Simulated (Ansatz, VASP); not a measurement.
## Two plane-wave programs on Ru

```
Ru
1.0
     2.92226    0.00000    0.00000
    -1.46113    2.53075    0.00000
     0.00000    0.00000    4.45318
Ru
2
Direct
  0.33333 0.66667 0.25000
  0.66667 0.33333 0.75000
```

Change from the starting cell: strain +0.080 along x and y, +0.040 along z, atoms carried along.

Alike in both runs: task single point; functional PBEsol; k mesh 24 × 24 × 12; occupations gaussian, width 0.15 eV; no spin polarisation.

|  | VASP | Ansatz |
| --- | --- | --- |
| version | VASP 6.6.1 | Ansatz 0.2.0 |
| potentials or method | VASP PAW PBE potentials, release 64 (Ru_pv), cutoff 520 eV | scalar-relativistic, plane waves, PAW |
| valence electrons in the cell | 28 | 32 |

```csv
,VASP,Ansatz,Ansatz less VASP
gap on the k mesh at the Fermi level (eV),none,none,-
pressure (GPa),-43.4,-43.2,+0.15
"traceless stress, the component that is largest in VASP (GPa)",3.16,3.17,+0.008
```

VASP's potentials were made for PBE, not for PBEsol. A gap of «none» marks a metal or a gap that the smearing closes. Both programs put the cell under strong tension, so it lies far from rest at this level. VASP's potentials hold 28 valence electrons a cell and Ansatz's 32, so a difference there can come from the potentials and not from the codes.

Noted on VASP's run: the cell as given lies far from equilibrium.
